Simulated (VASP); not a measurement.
Wanted: the native input for a VASP 6.6.1 run.

* Task: single point
* Functional: r2SCAN
* Potentials or basis: VASP PAW PBE potentials, release 64 (Ga_d, C)
* Cutoff: 520 eV
* k mesh: 6 × 6 × 4
* Occupations: gaussian, width 0.1 eV
* Spin: no spin polarisation
* Dipole correction: no
* Further INCAR settings: ALGO = Normal; EDIFF = 1e-06; NBANDS = 27

Crystal: Ga2C3.

```
Ga C
1.0
     3.47568    0.00000    0.00000
    -1.73784    3.01003    0.00000
     0.00000    0.00000    5.40760
Ga C
2 3
Direct
  0.33333 0.66667 0.24500
  0.66667 0.33333 0.75500
  0.00000 0.00000 0.00000
  0.33333 0.66667 0.64500
  0.66667 0.33333 0.35500
```

One way to write it, as run:

POSCAR

```
Ga2C3
1.0
    3.4756830189      0.0000000000      0.0000000000
   -1.7378415094      3.0100297898      0.0000000000
    0.0000000000      0.0000000000      5.4075981994
Ga C
2 3
Direct
    0.3333333333      0.6666666667      0.2450000000
    0.6666666667      0.3333333333      0.7550000000
    0.0000000000      0.0000000000      0.0000000000
    0.3333333333      0.6666666667      0.6450000000
    0.6666666667      0.3333333333      0.3550000000
```

INCAR.step1

```
  PREC = Accurate
  ENCUT = 520
  ISMEAR = 0
  SIGMA = 0.1
  LREAL = F
  LASPH = T
  NELM = 100
  NBANDS = 27
  GGA = PE
  ALGO = Normal
  EDIFF = 1E-4
  LWAVE = T
  LCHARG = F
```

INCAR.step2

```
  PREC = Accurate
  ENCUT = 520
  EDIFF = 1E-6
  ISMEAR = 0
  SIGMA = 0.1
  LREAL = F
  LASPH = T
  NELM = 100
  ALGO = Normal
  ISIF = 2
  LWAVE = F
  LCHARG = T
  METAGGA = R2SCAN
  LMIXTAU = T
  LELF = T
  LVHAR = T
  NBANDS = 27
  ISTART = 1
```

KPOINTS

```
regular mesh
0
Gamma
  6 6 4
```

Potentials or basis: VASP PAW PBE potentials, release 64 (Ga_d, C).

Command:

```sh
$ cat potpaw_PBE.64/Ga_d/POTCAR potpaw_PBE.64/C/POTCAR > POTCAR
$ cp INCAR.step1 INCAR
$ mpirun -np 1 vasp_std > vasp.out
$ cp INCAR.step2 INCAR
$ mpirun -np 1 vasp_std > vasp.out
```

Results of the run:

```json
{
 "Pressure": "-4.7 GPa",
 "Largest force": "0.979 eV/Å",
 "Band gap on the k mesh": "zero (bands 19 and 20 overlap by 0.79 eV)"
}
```

Caveat: the stress differs along the axes, from -9 to 4 GPa; the PAW data sets were made with another functional, which shifts forces and pressure a little.

It took 5.2 min on 1 thread of AMD EPYC 7R43 64-Core Processor (Zen 3) (shared host), peak memory 0.15 GiB.
